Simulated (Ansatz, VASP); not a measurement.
Two plane-wave programs on TiH

```
CELL_PARAMETERS angstrom
2.94749 0.00000 0.00000
0.00000 2.94749 0.00000
0.00000 0.00000 4.56814
ATOMIC_POSITIONS crystal
Ti 0.50000 0.00000 0.50000
Ti 0.00000 0.50000 0.00000
H 0.00000 0.00000 0.25000
H 0.00000 0.00000 0.75000
```

Alike in both runs: task electric field gradients; functional r2SCAN; k mesh 12 × 12 × 8; occupations fermi-dirac, width 0.08 eV; no spin polarisation.

|  | VASP | Ansatz |
| --- | --- | --- |
| version | VASP 6.6.1 | Ansatz 0.2.0 |
| potentials or method | VASP PAW PBE potentials, release 64 (Ti_sv, H) | PAW with Ansatz's default frozen-core files, scalar-relativistic |
| plane-wave cutoff (eV) | 520 | 500 |
| valence electrons in the cell | 26 | 26 |

```csv
,VASP,Ansatz,Ansatz less VASP
pressure (GPa),0.1,-0.3,-0.42
"traceless stress, the component that is largest in VASP (GPa)",-0.18,-0.19,-0.011
size of Vzz on the site where it differs most (V/Å²),31.6,32.8,+1.16
```

VASP's potentials were made for PBE, not for r2SCAN. With one functional, cell and mesh, what is left measures potentials, basis and numerics.
